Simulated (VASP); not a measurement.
# AgCl (Fm-3m) in VASP: density of states with LDA

Aim: the density of states of AgCl with LDA.

All numbers are computed with VASP 6.6.1; they aren't measurements. Logs are shortened: lines on timing, memory, paths and dates and some standing lists are left out, and cuts for length are marked.

## 1. The cell of the first run

It takes space group Fm-3m (No. 225, cubic). The conventional cell has a = 5.545 Å, b = 5.545 Å, c = 5.545 Å, α = 90.00°, β = 90.00°, γ = 90.00°. Ag (site symmetry m-3m) has 6 Cl at 2.77 Å within 3.7 Å. Cl (site symmetry m-3m) has 6 Ag at 2.77 Å within 3.7 Å.

## 2. Density of states, LDA

Input file POSCAR:

```
AgCl
1.0
    0.0000000000      2.7726629968      2.7726629968
    2.7726629968      0.0000000000      2.7726629968
    2.7726629968      2.7726629968      0.0000000000
Ag Cl
1 1
Direct
    0.0000000000      0.0000000000      0.0000000000
    0.5000000000      0.5000000000      0.5000000000
```

Input file INCAR.step1:

```
PREC     = Accurate       # precision mode
ENCUT    = 520            # plane-wave cutoff, eV
EDIFF    = 1E-6           # SCF threshold, eV
ISMEAR   = 0              # smearing method
SIGMA    = 0.1            # smearing width, eV
LREAL    = F              # projectors in reciprocal space
LASPH    = T              # aspherical terms in the spheres
NELM     = 60             # most SCF steps
ALGO     = Normal         # electronic algorithm
ISIF     = 2              # what is computed and relaxed
LWAVE    = F              # write WAVECAR
LCHARG   = T              # write CHGCAR
LMAXMIX  = 4              # l up to which the mixer works
NBANDS   = 16             # bands
NELECT   = 18.5
```

Input file KPOINTS.step1:

```
regular mesh
0
Gamma
  4 4 4
```

Input file INCAR.step2:

```
PREC     = Accurate       # precision mode
ENCUT    = 520            # plane-wave cutoff, eV
EDIFF    = 1E-6           # SCF threshold, eV
ISMEAR   = -5             # smearing method
SIGMA    = 0.1            # smearing width, eV
LREAL    = F              # projectors in reciprocal space
LASPH    = T              # aspherical terms in the spheres
NELM     = 60             # most SCF steps
ALGO     = Normal         # electronic algorithm
ISIF     = 2              # what is computed and relaxed
LWAVE    = F              # write WAVECAR
LCHARG   = F              # write CHGCAR
LMAXMIX  = 4              # l up to which the mixer works
LORBIT   = 11             # projections on sites
NBANDS   = 16             # bands
NEDOS    = 2001           # points of the DOS
ICHARG   = 11             # starting density
NELECT   = 18.5
```

Input file KPOINTS.step2:

```
regular mesh
0
Gamma
  6 6 6
```

Potentials or basis: VASP PAW LDA potentials, release 64 (Ag, Cl).

Launch:

```
$ cat potpaw_LDA.64/Ag/POTCAR potpaw_LDA.64/Cl/POTCAR > POTCAR
$ cp INCAR.step1 INCAR
$ cp KPOINTS.step1 KPOINTS
$ mpirun -np 1 vasp_std > vasp.out
$ cp INCAR.step2 INCAR
$ cp KPOINTS.step2 KPOINTS
$ mpirun -np 1 vasp_std > vasp.out
```

OUTCAR:

```text
PREC = Accurate
   ENCUT = 520
   EDIFF = 1E-6
   ISMEAR = -5
   LREAL = F
   LASPH = T
   NELM = 60
   ISIF = 2
   LORBIT = 11
   ICHARG = 11
   NELECT = 18.5

 ion  position               nearest neighbor table
   1  0.000  0.000  0.000-   2 2.77   2 2.77   2 2.77   2 2.77   2 2.77   2 2.77
   2  0.500  0.500  0.500-   1 2.77   1 2.77   1 2.77   1 2.77   1 2.77   1 2.77

  LATTYP: Found a face centered cubic cell.
 ALAT       =     5.5453259936

  Lattice vectors:

 A1 = (   0.0000000000,   2.7726629968,   2.7726629968)
 A2 = (   2.7726629968,   0.0000000000,   2.7726629968)
 A3 = (   2.7726629968,   2.7726629968,   0.0000000000)

Analysis of symmetry for initial positions (statically):
=====================================================================
 Subroutine PRICEL returns:
 Original cell was already a primitive cell.

 Routine SETGRP: Setting up the symmetry group for a
 face centered cubic supercell.

 Subroutine GETGRP returns: Found 48 space group operations
 (whereof 48 operations were pure point group operations)
 out of a pool of 48 trial point group operations.

The static configuration has the point symmetry O_h .

Analysis of symmetry for dynamics (positions and initial velocities):
=====================================================================
 Subroutine PRICEL returns:
 Original cell was already a primitive cell.

 Routine SETGRP: Setting up the symmetry group for a
 face centered cubic supercell.

 Subroutine GETGRP returns: Found 48 space group operations
 (whereof 48 operations were pure point group operations)
 out of a pool of 48 trial point group operations.

The dynamic configuration has the point symmetry O_h .

 Subroutine INISYM returns: Found 48 space group operations
 (whereof 48 operations are pure point group operations),
 and found     1 'primitive' translations

----------------------------------------------------------------------------------------

                                     Primitive cell

  volume of cell :      42.6306

  direct lattice vectors                    reciprocal lattice vectors
     0.000000000  2.772662997  2.772662997    -0.180332049  0.180332049  0.180332049
     2.772662997  0.000000000  2.772662997     0.180332049 -0.180332049  0.180332049
     2.772662997  2.772662997  0.000000000     0.180332049  0.180332049 -0.180332049
[... 81 lines left out ...]
   IBRION =     -1    ionic relax: 0-MD 1-quasi-New 2-CG
   NFREE  =      0    steps in history (QN), initial steepest desc. (CG)
   ISIF   =      2    stress and relaxation
   ISYM   =      2    0-nonsym 1-usesym 2-fastsym
   POTIM  = 0.5000    time-step for ionic-motion
   TEBEG  =    0.0;   TEEND  =   0.0 temperature during run
   PSTRESS=    0.0 pullay stress
   NELECT =      18.5000    total number of electrons
   NUPDOWN=      -1.0000    fix difference up-down
   EMIN   =  10.00;   EMAX   =-10.00  energy-range for DOS
   EFERMI =   0.00;   METHOD = LEGACY
   ISMEAR =    -5;   SIGMA  =   0.10  broadening in eV -4-tet -1-fermi 0-gaus
   EFERMI_NEDOS =   21; number of points for ismear=-14 and -15
   IALGO  =     38    algorithm
   IMIX   =      4    mixing-type and parameters
     AMIX     =   0.40;   BMIX     =  1.00
     AMIX_MAG =   1.60;   BMIX_MAG =  1.00
  volume/ion in A,a.u.               =      21.32       143.84
  Fermi-wavevector in a.u.,A,eV,Ry     =   1.239439  2.342199 20.901377  1.536208
  Thomas-Fermi vector in A             =   2.373922
   LORBIT       =     11    0 simple, 1 ext, 2 COOP (PROOUT), +10 PAW based schemes
   GGA     = CA    functional components
   LHFCALC =     F    Hartree Fock is set to
   AEXX    =    0.0000 exact exchange contribution
   IVDW    =     0    specifies the selected vdW correction
   LEPSILON=     F    determine dielectric tensor
   LRPA    =     F    only Hartree local field effects (RPA)
 non-spin polarized calculation
 Fermi weights with tetrahedron method with Bloechl corrections
  energy-cutoff  :      520.00
  volume of cell :       42.63
 maximum number of plane-waves:      1167
 NGX is ok and might be reduce to    30

 number of electron      18.5000005 magnetization

 Free energy of the ion-electron system (eV)
  ---------------------------------------------------
  ext. energy  EPLUGINS =         0.00000000
  ---------------------------------------------------
  free energy    TOTEN  =        -3.63569144 eV

  energy without entropy =       -3.63569144  energy(sigma->0) =       -3.63569144

 E-fermi :   6.7921     XC(G=0): -10.6542

 val. band max:        6.6152356118   @ k =  -0.1667   0.1667   0.0000
 cond. band min:       6.8373650600   @ k =  -0.3333   0.5000   0.1667
 fundamental gap:      0.2221294483
 Fermi energy:         6.7921250208

 k-point     1 :       0.0000    0.0000    0.0000
  band No.  band energies     occupation
      1     -11.4610      2.00000
      2       1.0258      2.00000
      3       1.0258      2.00000
      4       1.0258      2.00000
      5       1.0793      2.00000
      6       1.0793      2.00000
[... 281 lines left out ...]
      3      -0.5157      2.00000
      4      -0.2445      2.00000
      5       1.3271      2.00000
      6       1.5422      2.00000
[... 8 lines left out ...]
     15      17.6046      0.00000
     16      18.6159      0.00000

------------------------ aborting loop because EDIFF is reached ----------------------------------------

  FORCE on cell =-STRESS in cart. coord.  units (eV):
  Direction    XX          YY          ZZ          XY          YZ          ZX
  --------------------------------------------------------------------------------------
  -------------------------------------------------------------------------------------
  Total        4.9807499      4.9807499      4.9807499      0.0000000      0.0000000      0.0000000
  in kB      187.1906093    187.1906093    187.1906093      0.0000000      0.0000000      0.0000000
  external PRESSURE =     187.1906093 kB  Pullay stress =       0.0000000 kB

 VOLUME and BASIS-vectors are now :
 -----------------------------------------------------------------------------
  energy-cutoff  :      520.00
  volume of cell :       42.63
      direct lattice vectors                 reciprocal lattice vectors
     0.000000000  2.772662997  2.772662997    -0.180332049  0.180332049  0.180332049
     2.772662997  0.000000000  2.772662997     0.180332049 -0.180332049  0.180332049
     2.772662997  2.772662997  0.000000000     0.180332049  0.180332049 -0.180332049

 POSITION                                       TOTAL-FORCE (eV/Angst)
 -----------------------------------------------------------------------------------
      0.00000      0.00000      0.00000        -0.000000     -0.000000     -0.000000
      2.77266      2.77266      2.77266         0.000000      0.000000      0.000000
 -----------------------------------------------------------------------------------
    total drift:                               -0.000000      0.000000      0.000000

  FREE ENERGIE OF THE ION-ELECTRON SYSTEM (eV)
  ---------------------------------------------------
  free  energy   TOTEN  =        -3.6356914371 eV

  energy  without entropy=       -3.6356914371  energy(sigma->0) =       -3.63569144

 total charge

# of ion       s       p       d       tot
------------------------------------------
    1        0.386   0.161   9.338   9.885
    2        1.629   3.456   0.000   5.085
--------------------------------------------------
tot          2.015   3.618   9.338  14.970
```

OUTCAR.step1:

```text
PREC = Accurate
   ENCUT = 520
   EDIFF = 1E-6
   ISMEAR = 0
   LREAL = F
   LASPH = T
[... 354 lines left out ...]
 -----------------------------------------------------------------------------------
      0.00000      0.00000      0.00000         0.000000     -0.000000      0.000000
      2.77266      2.77266      2.77266        -0.000000      0.000000     -0.000000
 -----------------------------------------------------------------------------------
    total drift:                               -0.000000      0.000000      0.000000

  FREE ENERGIE OF THE ION-ELECTRON SYSTEM (eV)
  ---------------------------------------------------
  free  energy   TOTEN  =        -3.6373061931 eV

  energy  without entropy=       -3.6324854956  energy(sigma->0) =       -3.63489584
```

OSZICAR.step1:

```text
N       E                     dE             d eps       ncg     rms          rms(c)
DAV:   1     0.102839697654E+03    0.10284E+03   -0.86063E+03   256   0.102E+03
DAV:   2    -0.249224978859E+00   -0.10309E+03   -0.96615E+02   328   0.230E+02
DAV:   3    -0.377406362816E+01   -0.35248E+01   -0.35179E+01   304   0.451E+01
DAV:   4    -0.379614159791E+01   -0.22078E-01   -0.22076E-01   352   0.384E+00
DAV:   5    -0.379641978665E+01   -0.27819E-03   -0.27819E-03   288   0.406E-01    0.141E+01
DAV:   6    -0.364463354495E+01    0.15179E+00   -0.30657E-01   304   0.612E+00    0.816E+00
DAV:   7    -0.364007945907E+01    0.45541E-02   -0.82920E-02   280   0.221E+00    0.199E+00
DAV:   8    -0.363741923217E+01    0.26602E-02   -0.83506E-03   280   0.106E+00    0.332E-01
DAV:   9    -0.363730715835E+01    0.11207E-03   -0.14125E-03   352   0.419E-01    0.412E-02
DAV:  10    -0.363730600394E+01    0.11544E-05   -0.41213E-05   304   0.559E-02    0.272E-02
DAV:  11    -0.363730675807E+01   -0.75413E-06   -0.14604E-05   328   0.425E-02    0.182E-02
DAV:  12    -0.363730619311E+01    0.56496E-06   -0.24920E-06   288   0.213E-02
   1 F= -.36373062E+01 E0= -.36348958E+01  d E =-.482070E-02
```

Wall time 13 s (1 thread of AMD EPYC 7R13 (Zen 3), shared host); peak memory 0.11 GiB.

What came out:

| Property | Result |
| --- | --- |
| Valence electrons inside the program's atomic spheres | Ag 9.88; Cl 5.08 |

Caveat: the k points lie up to 0.49 Å⁻¹ apart; the cell carries a net charge on a neutralising background, which shifts energy and pressure; the cell is charged against a uniform background, so pressure and absolute levels hang on convention; tetrahedron occupations give inexact forces and stress in metals.
